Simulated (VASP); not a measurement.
# LiNbO3 (R3c) in VASP: notebook

Runs on LiNbO3. Level: PBE. Tasks: single point.

Program: VASP 6.6.1. These are calculated values, not measurements. Logs are shortened: lines on timing, memory, paths and dates and some standing lists are left out, and cuts for length are marked.

### Step 1. The cell of the first run

Symmetry: R3c, No. 161, trigonal system. The conventional cell has a = 4.969 Å, b = 4.969 Å, c = 14.309 Å, α = 90.00°, β = 90.00°, γ = 120.00°. Li (site symmetry 3) has 6 O at 2.01 to 2.24 Å within 2.7 Å. Nb (site symmetry 3) has 6 O at 1.83 to 2.13 Å within 2.4 Å. O (site symmetry 1) has 2 Nb at 1.83 to 2.13 Å and 2 Li at 2.01 to 2.24 Å within 2.4 Å.

### Step 2. Single point, PBE (10.20 Å³/atom)

Input file INCAR:

```
SYSTEM = LiNbO3
PREC = Accurate
ENCUT = 520
EDIFF = 1E-6
ISMEAR = 0
SIGMA = 0.05
LREAL = .FALSE.
LASPH = .TRUE.
NELM = 80
ALGO = Normal
ISIF = 2
LWAVE = .FALSE.
LCHARG = .FALSE.
GGA = PE
NBANDS = 45
```

Input file KPOINTS:

```
regular mesh
0
G
  6 6 6
  0 0 0
```

Input file POSCAR:

```
LiNbO3
1.0
    2.4847371946      1.4345636882      4.7697015188
   -2.4847371946      1.4345636882      4.7697015188
    0.0000000000     -2.8691273763      4.7697015188
Li Nb O
2 2 6
Direct
    0.2815913687      0.2815913687      0.2815913687
    0.7815913687      0.7815913687      0.7815913687
    0.0004900497      0.0004900497      0.0004900497
    0.5004900497      0.5004900497      0.5004900497
    0.1104619503      0.3580262714      0.7211003599
    0.7211003599      0.1104619503      0.3580262714
    0.3580262714      0.7211003599      0.1104619503
    0.2211003599      0.8580262714      0.6104619503
    0.8580262714      0.6104619503      0.2211003599
    0.6104619503      0.2211003599      0.8580262714
```

Potentials or basis: VASP PAW PBE potentials, release 64 (Li_sv, Nb_sv, O).

Launch:

```bash
> cat potpaw_PBE.64/Li_sv/POTCAR potpaw_PBE.64/Nb_sv/POTCAR potpaw_PBE.64/O/POTCAR > POTCAR
> mpirun -np 1 vasp_std > vasp.out
```

OUTCAR:

```text
SYSTEM = LiNbO3
   PREC = Accurate
   ENCUT = 520
   EDIFF = 1E-6
   ISMEAR = 0
   LREAL = .FALSE.
   LASPH = .TRUE.
   NELM = 80
   ISIF = 2
   GGA = PE

 ion  position               nearest neighbor table
   1  0.282  0.282  0.282-  10 2.01   9 2.01   8 2.01   5 2.24   6 2.24   7 2.24
   2  0.782  0.782  0.782-   6 2.01   5 2.01   7 2.01   9 2.24  10 2.24   8 2.24
   3  0.000  0.000  0.000-   6 1.83   7 1.83   5 1.83   8 2.13  10 2.13   9 2.13
   4  0.500  0.500  0.500-  10 1.83   8 1.83   9 1.83   7 2.13   6 2.13   5 2.13
   5  0.110  0.358  0.721-   3 1.83   2 2.01   4 2.13   1 2.24
   6  0.721  0.110  0.358-   3 1.83   2 2.01   4 2.13   1 2.24
   7  0.358  0.721  0.110-   3 1.83   2 2.01   4 2.13   1 2.24
   8  0.221  0.858  0.610-   4 1.83   1 2.01   3 2.13   2 2.24
   9  0.858  0.610  0.221-   4 1.83   1 2.01   3 2.13   2 2.24
  10  0.610  0.221  0.858-   4 1.83   1 2.01   3 2.13   2 2.24

  LATTYP: Found a trigonal (rhomboedric) cell.
 ALAT       =     5.5661426931
 COS(alpha) =     0.6014505203

  Lattice vectors:

 A1 = (   2.4847371946,   1.4345636882,   4.7697015188)
 A2 = (  -2.4847371946,   1.4345636882,   4.7697015188)
 A3 = (   0.0000000000,  -2.8691273763,   4.7697015188)

Analysis of symmetry for initial positions (statically):
=====================================================================
 Subroutine PRICEL returns:
 Original cell was already a primitive cell.

 Routine SETGRP: Setting up the symmetry group for a
 trigonal (rhombohedral) supercell.

 Subroutine GETGRP returns: Found  6 space group operations
 (whereof  3 operations were pure point group operations)
 out of a pool of 12 trial point group operations.

The static configuration has the point symmetry C_3 .
 The point group associated with its full space group is C_3v.

Analysis of symmetry for dynamics (positions and initial velocities):
=====================================================================
 Subroutine PRICEL returns:
 Original cell was already a primitive cell.

 Routine SETGRP: Setting up the symmetry group for a
 trigonal (rhombohedral) supercell.

 Subroutine GETGRP returns: Found  6 space group operations
 (whereof  3 operations were pure point group operations)
 out of a pool of 12 trial point group operations.

The dynamic configuration has the point symmetry C_3 .
 The point group associated with its full space group is C_3v.

 Subroutine INISYM returns: Found  6 space group operations
 (whereof  3 operations are pure point group operations),
 and found     1 'primitive' translations

----------------------------------------------------------------------------------------

                                     Primitive cell

  volume of cell :     102.0100

  direct lattice vectors                    reciprocal lattice vectors
     2.484737195  1.434563688  4.769701519     0.201228525  0.116179343  0.069885575
    -2.484737195  1.434563688  4.769701519    -0.201228525  0.116179343  0.069885575
     0.000000000 -2.869127376  4.769701519     0.000000000 -0.232358686  0.069885575

  length of vectors
     5.566142693  5.566142693  5.566142693     0.242640789  0.242640789  0.242640789

  position of ions in fractional coordinates (direct lattice)
     0.281591369  0.281591369  0.281591369
     0.781591369  0.781591369  0.781591369
     0.000490050  0.000490050  0.000490050
     0.500490050  0.500490050  0.500490050
     0.110461950  0.358026271  0.721100360
     0.721100360  0.110461950  0.358026271
     0.358026271  0.721100360  0.110461950
     0.221100360  0.858026271  0.610461950
     0.858026271  0.610461950  0.221100360
     0.610461950  0.221100360  0.858026271

  ion indices of the primitive-cell ions
   primitive index   ion index
                 1           1
                 2           2
                 3           3
                 4           4
                 5           5
                 6           6
                 7           7
                 8           8
                 9           9
                10          10

----------------------------------------------------------------------------------------

 KPOINTS: regular mesh

Automatic generation of k-mesh.
 Grid dimensions read from file:
 generate k-points for:    6    6    6

 Generating k-lattice:

  Cartesian coordinates                     Fractional coordinates (reciprocal lattice)
     0.033538087  0.019363224  0.011647596     0.166666667  0.000000000  0.000000000
    -0.033538087  0.019363224  0.011647596     0.000000000  0.166666667  0.000000000
     0.000000000 -0.038726448  0.011647596     0.000000000  0.000000000  0.166666667

  Length of vectors
     0.040440131  0.040440131  0.040440131

  Shift w.r.t. Gamma in fractional coordinates (k-lattice)
     0.000000000  0.000000000  0.000000000

 Subroutine IBZKPT returns following result:
 ===========================================

 Found     32 irreducible k-points:

 Following reciprocal coordinates:
[... 58 lines left out ...]
   LEPSILON=     F    determine dielectric tensor
   LRPA    =     F    only Hartree local field effects (RPA)
 non-spin polarized calculation
 Gauss-broadening in eV      SIGMA  =   0.05
  energy-cutoff  :      520.00
  volume of cell :      102.01
 maximum number of plane-waves:      2763
 NGX is ok and might be reduce to    42
   NGX = 21   NGY = 21   NGZ = 21

 number of electron      67.9999990 magnetization

 Free energy of the ion-electron system (eV)
  ---------------------------------------------------
  ext. energy  EPLUGINS =         0.00000000
  ---------------------------------------------------
  free energy    TOTEN  =       -79.51806060 eV

  energy without entropy =      -79.51806060  energy(sigma->0) =      -79.51806060

 E-fermi :   4.2374     XC(G=0): -10.9923

 val. band max:        3.9537967800   @ k =   0.0000   0.0000   0.0000
 cond. band min:       7.7817901517   @ k =   0.1667   0.1667  -0.0000
 fundamental gap:      3.8279933718
 Fermi energy:         4.2374181270

 k-point     1 :       0.0000    0.0000    0.0000
  band No.  band energies     occupation
      1     -49.9801      2.00000
      2     -49.9617      2.00000
      3     -38.6098      2.00000
      4     -38.6068      2.00000
      5     -26.4155      2.00000
      6     -26.4155      2.00000
[... 37 lines left out ...]
     44      14.3760      0.00000
     45      14.6456      0.00000

 k-point     2 :       0.1667   -0.0000   -0.0000
  band No.  band energies     occupation
      1     -49.9788      2.00000
      2     -49.9629      2.00000
      3     -38.6097      2.00000
      4     -38.6070      2.00000
      5     -26.4066      2.00000
      6     -26.4047      2.00000
[... 37 lines left out ...]
     44      14.3067      0.00000
     45      14.3525      0.00000

 k-point     3 :       0.3333   -0.0000   -0.0000
  band No.  band energies     occupation
      1     -49.9754      2.00000
      2     -49.9662      2.00000
      3     -38.6092      2.00000
      4     -38.6076      2.00000
      5     -26.3798      2.00000
      6     -26.3745      2.00000
[... 37 lines left out ...]
     44      14.1452      0.00000
     45      14.1466      0.00000

 k-point     4 :       0.5000   -0.0000    0.0000
  band No.  band energies     occupation
      1     -49.9708      2.00000
      2     -49.9708      2.00000
      3     -38.6084      2.00000
      4     -38.6084      2.00000
      5     -26.3383      2.00000
      6     -26.3383      2.00000
[... 901 lines left out ...]
     44      14.0087      0.00000
     45      14.1953      0.00000

 k-point    23 :       0.5000    0.5000    0.1667
  band No.  band energies     occupation
      1     -49.9735      2.00000
      2     -49.9682      2.00000
      3     -38.6089      2.00000
      4     -38.6079      2.00000
      5     -26.4159      2.00000
      6     -26.4052      2.00000
[... 37 lines left out ...]
     44      13.9206      0.00000
     45      14.5586      0.00000

 k-point    24 :      -0.3333    0.5000    0.1667
  band No.  band energies     occupation
      1     -49.9723      2.00000
      2     -49.9693      2.00000
      3     -38.6087      2.00000
      4     -38.6081      2.00000
      5     -26.4193      2.00000
      6     -26.4173      2.00000
[... 37 lines left out ...]
     44      13.8930      0.00000
     45      14.8096      0.00000

 [... further k-points ...]

------------------------ aborting loop because EDIFF is reached ----------------------------------------

  FORCE on cell =-STRESS in cart. coord.  units (eV):
  Direction    XX          YY          ZZ          XY          YZ          ZX
  --------------------------------------------------------------------------------------
  -------------------------------------------------------------------------------------
  Total       13.2440930     13.2440930      4.7546250      0.0000000      0.0000000      0.0000000
  in kB      208.0127979    208.0127979     74.6765253      0.0000000      0.0000000      0.0000000
  external PRESSURE =     163.5673737 kB  Pullay stress =       0.0000000 kB

 VOLUME and BASIS-vectors are now :
 -----------------------------------------------------------------------------
  energy-cutoff  :      520.00
  volume of cell :      102.01
      direct lattice vectors                 reciprocal lattice vectors
     2.484737195  1.434563688  4.769701519     0.201228525  0.116179343  0.069885575
    -2.484737195  1.434563688  4.769701519    -0.201228525  0.116179343  0.069885575
     0.000000000 -2.869127376  4.769701519     0.000000000 -0.232358686  0.069885575

 POSITION                                       TOTAL-FORCE (eV/Angst)
 -----------------------------------------------------------------------------------
      0.00000      0.00000      4.02932         0.000000      0.000000      0.086042
      0.00000      0.00000     11.18387         0.000000      0.000000      0.086042
      0.00000      0.00000      0.00701         0.000000     -0.000000     -1.098685
      0.00000      0.00000      7.16156         0.000000     -0.000000     -1.098685
     -0.61513     -1.39685      5.67398        -0.800828      0.857304      0.337548
      1.51728      0.16571      5.67398        -0.342033     -1.122189      0.337548
     -0.90214      1.23115      5.67398         1.142861      0.264885      0.337548
     -1.58259     -0.20342      8.05883        -1.142861      0.264885      0.337548
      0.61513      1.47227      8.05883         0.800828      0.857304      0.337548
      0.96746     -1.26886      8.05883         0.342033     -1.122189      0.337548
 -----------------------------------------------------------------------------------
    total drift:                                0.000000      0.000000     -0.001714

  FREE ENERGIE OF THE ION-ELECTRON SYSTEM (eV)
  ---------------------------------------------------
  free  energy   TOTEN  =       -79.5180606026 eV

  energy  without entropy=      -79.5180606026  energy(sigma->0) =      -79.51806060
```

Run time: 3.1 min. Hardware: 1 thread of AMD EPYC 7R13, shared host; peak memory 0.28 GiB.

What came out:

```
Free energy            : -79.5181 eV
Largest force          : 1.221 eV/Å
Band gap on the k mesh : 3.83 eV (least direct gap 3.83 eV)
```

Forces on the atoms (eV/Å):
```
Li   0.000  0.000  0.086
Li   0.000  0.000  0.086
Nb   0.000  0.000 -1.099
Nb   0.000  0.000 -1.099
O   -0.801  0.857  0.338
O   -0.342 -1.122  0.338
O    1.143  0.265  0.338
O   -1.143  0.265  0.338
O    0.801  0.857  0.338
O    0.342 -1.122  0.338
```

Caveat: the cutoff is under 1.25 times the usual one of these potentials, so pressure, stress and relaxed cells hold a basis-set (Pulay) error; forces of over 1 eV/Å act on the atoms, so gaps and moduli don't describe the material at rest. A k mesh can miss the band edges.

### Step 3. Single point, PBE (10.37 Å³/atom)

This run uses another cell than the first one, of 10.37 Å³/atom.

Input file INCAR:

```
SYSTEM = LiNbO3
PREC     = Accurate       ! precision mode
ENCUT    = 520            ! plane-wave cutoff, eV
EDIFF    = 1E-7           ! SCF threshold, eV
ISMEAR   = 0              ! smearing method
SIGMA    = 0.05           ! smearing width, eV
LREAL    = .False.        ! projectors in reciprocal space
LASPH    = .True.         ! aspherical terms in the spheres
NELM     = 60             ! most SCF steps
ALGO     = Normal         ! electronic algorithm
ISIF     = 2              ! what is computed and relaxed
LWAVE    = .False.        ! write WAVECAR
LCHARG   = .False.        ! write CHGCAR
GGA      = PE             ! functional
NBANDS   = 45             ! bands
```

Input file KPOINTS:

```
regular mesh
0
Gamma
  6 6 6
  0 0 0
```

Changes to POSCAR since step 2:

```diff
@@ -2,5 +2,5 @@
 1.0
-    2.4847371946      1.4345636882      4.7697015188
-   -2.4847371946      1.4345636882      4.7697015188
-    0.0000000000     -2.8691273763      4.7697015188
+    2.5121760207      1.4504055018      4.7456679815
+   -2.5121760207      1.4504055018      4.7456679815
+    0.0000000000     -2.9008110036      4.7456679815
 Li Nb O
```

Potentials or basis: VASP PAW PBE potentials, release 64 (Li_sv, Nb_sv, O).

Launch:

```bash
> cat potpaw_PBE.64/Li_sv/POTCAR potpaw_PBE.64/Nb_sv/POTCAR potpaw_PBE.64/O/POTCAR > POTCAR
> mpirun -np 1 vasp_std > vasp.out
```

Wall time 3.7 min (1 thread of AMD EPYC 7R13, shared host); peak memory 0.29 GiB.

The run converged. Its results:

```yaml
Free_energy: -79.7525 eV
Largest_force: 0.884 eV/Å
Band_gap_on_the_k_mesh: 3.77 eV (least direct gap 3.78 eV)
```

Forces in eV/Å, atoms in the order of the input:
```
Li   0.000  0.000  0.066
Li   0.000  0.000  0.066
Nb   0.000  0.000 -0.786
Nb   0.000  0.000 -0.786
O   -0.584  0.619  0.240
O   -0.245 -0.815  0.240
O    0.828  0.196  0.240
O   -0.828  0.196  0.240
O    0.584  0.619  0.240
O    0.245 -0.815  0.240
```

Levels at points of the mesh, in eV from the valence-band top:
```tsv
k point	band 31	band 32	band 33	band 34	band 35	band 36	band 37	band 38
(0.00, 0.00, 0.00)	-0.71	-0.53	0.00	0.00	3.78	3.78	4.45	5.46
(0.50, 0.00, 0.00)	-0.38	-0.38	-0.23	-0.23	4.07	4.07	4.95	4.95
(0.50, 0.50, 0.00)	-0.74	-0.61	-0.48	-0.20	3.90	4.36	4.77	4.95
(0.50, 0.50, 0.50)	-0.29	-0.29	-0.29	-0.29	4.98	4.98	5.08	5.08
```

Caveat: the cutoff is under 1.25 times the usual one of these potentials, so pressure, stress and relaxed cells hold a basis-set (Pulay) error. A hybrid or GW would open this gap; PBE tends to underestimate it.

### Step 4. Single point, PBE (10.37 Å³/atom)

This run uses another cell than the first one, of 10.37 Å³/atom.

Input file INCAR:

```
SYSTEM = LiNbO3
  ALGO = Normal
  EDIFF = 1E-6
  ENCUT = 520
  GGA = PE
  ISIF = 2
  ISMEAR = 0
  LASPH = .TRUE.
  LCHARG = .TRUE.
  LELF = .TRUE.
  LREAL = .FALSE.
  LVHAR = .TRUE.
  LWAVE = .FALSE.
  NBANDS = 45
  NELM = 80
  PREC = Accurate
  SIGMA = 0.05
```

Input file KPOINTS:

```
k-points
0
G
  6 6 6
  0 0 0
```

Changes to POSCAR since step 3:

```diff
@@ -2,5 +2,5 @@
 1.0
-    2.5121760207      1.4504055018      4.7456679815
-   -2.5121760207      1.4504055018      4.7456679815
-    0.0000000000     -2.9008110036      4.7456679815
+    2.5940416188      1.4976706269      4.4508566095
+   -2.5940416188      1.4976706269      4.4508566095
+    0.0000000000     -2.9953412538      4.4508566095
 Li Nb O
```

Launch:

```bash
> cat potpaw_PBE.64/Li_sv/POTCAR potpaw_PBE.64/Nb_sv/POTCAR potpaw_PBE.64/O/POTCAR > POTCAR
> mpirun -np 1 vasp_std > vasp.out
```

Run time: 2.7 min. Hardware: 1 thread of AMD EPYC 7R13, shared host; peak memory 0.27 GiB.

The run converged. Its results:

| Property | Result |
| --- | --- |
| Free energy | -79.8247 eV |
| Largest force | 0.515 eV/Å |
| Band gap on the k mesh | 3.72 eV (least direct gap 3.80 eV) |

Forces on the atoms (eV/Å):
```
Li   0.000  0.000 -0.088
Li   0.000  0.000 -0.088
Nb   0.000  0.000 -0.338
Nb   0.000  0.000 -0.338
O   -0.281  0.407  0.142
O   -0.212 -0.447  0.142
O    0.493  0.039  0.142
O   -0.493  0.039  0.142
O    0.281  0.407  0.142
O    0.212 -0.447  0.142
```

Levels at points of the mesh, in eV from the valence-band top:
```tsv
k point	band 31	band 32	band 33	band 34	band 35	band 36	band 37	band 38
(0.00, 0.00, 0.00)	-0.51	-0.44	-0.03	-0.03	3.77	3.77	4.08	5.36
(0.50, 0.00, 0.00)	-0.25	-0.25	-0.17	-0.17	4.04	4.04	4.86	4.86
(0.50, 0.50, 0.00)	-0.63	-0.60	-0.47	-0.21	3.82	4.30	4.79	4.84
(0.50, 0.50, 0.50)	-0.36	-0.36	-0.36	-0.36	4.68	4.68	5.02	5.02
```

Caveat: the cutoff is under 1.25 times the usual one of these potentials, so pressure, stress and relaxed cells hold a basis-set (Pulay) error. A k mesh can miss the band edges.

### Step 5. Single point, PBE (10.37 Å³/atom)

This run uses another cell than the first one, of 10.37 Å³/atom.

Input file INCAR:

```
PREC = Accurate ; ENCUT = 520
EDIFF = 1E-6 ; ISMEAR = 0
SIGMA = 0.05 ; LREAL = F
LASPH = T ; NELM = 100
ALGO = Normal ; ISIF = 2
LWAVE = F ; LCHARG = T
GGA = PE ; LELF = T
LVHAR = T ; NBANDS = 45
```

Input file KPOINTS:

```
regular mesh
0
Gamma
  6 6 6
```

Changes to POSCAR since step 4:

```diff
@@ -2,5 +2,5 @@
 1.0
-    2.5940416188      1.4976706269      4.4508566095
-   -2.5940416188      1.4976706269      4.4508566095
-    0.0000000000     -2.9953412538      4.4508566095
+    2.6079644295      1.5057089654      4.4034610071
+   -2.6079644295      1.5057089654      4.4034610071
+    0.0000000000     -3.0114179308      4.4034610071
 Li Nb O
```

Launch:

```bash
> cat potpaw_PBE.64/Li_sv/POTCAR potpaw_PBE.64/Nb_sv/POTCAR potpaw_PBE.64/O/POTCAR > POTCAR
> mpirun -np 1 vasp_std > vasp.out
```

Run time: 1.7 min. Hardware: 1 thread of AMD EPYC 9R45 (Zen 5), shared host; peak memory 0.27 GiB.

It converged, with:

| Property | Result |
| --- | --- |
| Free energy | -79.7708 eV |
| Largest force | 0.452 eV/Å |
| Band gap on the k mesh | 3.69 eV (least direct gap 3.76 eV) |

Forces in eV/Å, atoms in the order of the input:
```
Li   0.000  0.000 -0.127
Li   0.000  0.000 -0.127
Nb   0.000  0.000 -0.243
Nb   0.000  0.000 -0.243
O   -0.227  0.370  0.123
O   -0.207 -0.382  0.123
O    0.434  0.012  0.123
O   -0.434  0.012  0.123
O    0.227  0.370  0.123
O    0.207 -0.382  0.123
```

Levels at points of the mesh, in eV from the valence-band top:
```csv
k point,band 31,band 32,band 33,band 34,band 35,band 36,band 37,band 38
"(0.00, 0.00, 0.00)",-0.46,-0.41,-0.03,-0.03,3.75,3.75,3.99,5.33
"(0.50, 0.00, 0.00)",-0.23,-0.23,-0.15,-0.15,4.02,4.02,4.82,4.82
"(0.50, 0.50, 0.00)",-0.63,-0.54,-0.47,-0.22,3.78,4.27,4.75,4.83
"(0.50, 0.50, 0.50)",-0.38,-0.38,-0.38,-0.38,4.61,4.61,4.99,4.99
```

Caveat: the cutoff is under 1.25 times the usual one of these potentials, so pressure, stress and relaxed cells hold a basis-set (Pulay) error. A hybrid or GW would open this gap; PBE tends to underestimate it.

### Step 6. Summary

```tsv
cell	gap on the mesh (eV)	largest force (eV/Å)
a = 5.566 Å, angles 53.0°, 10 atoms	3.83	1.22
a = 5.562 Å, angles 53.7°, 10 atoms	3.77	0.88
a = 5.365 Å, angles 57.8°, 10 atoms	3.72	0.51
a = 5.335 Å, angles 58.5°, 10 atoms	3.69	0.45
```

Alike in all rows: task single point; level PBE; potentials or basis VASP PAW PBE potentials, release 64 (Li_sv, Nb_sv, O); no spin polarisation; k mesh 6 × 6 × 6; cutoff (eV) 520; smearing gaussian 0.05 eV.

Caveats: the cutoff is under 1.25 times the usual one of these potentials, so pressure, stress and relaxed cells hold a basis-set (Pulay) error; forces of over 1 eV/Å act on the atoms, so gaps and moduli don't describe the material at rest (at least some runs).

Total energies depend on the potentials used, so only differences within one code and one set of settings carry meaning.
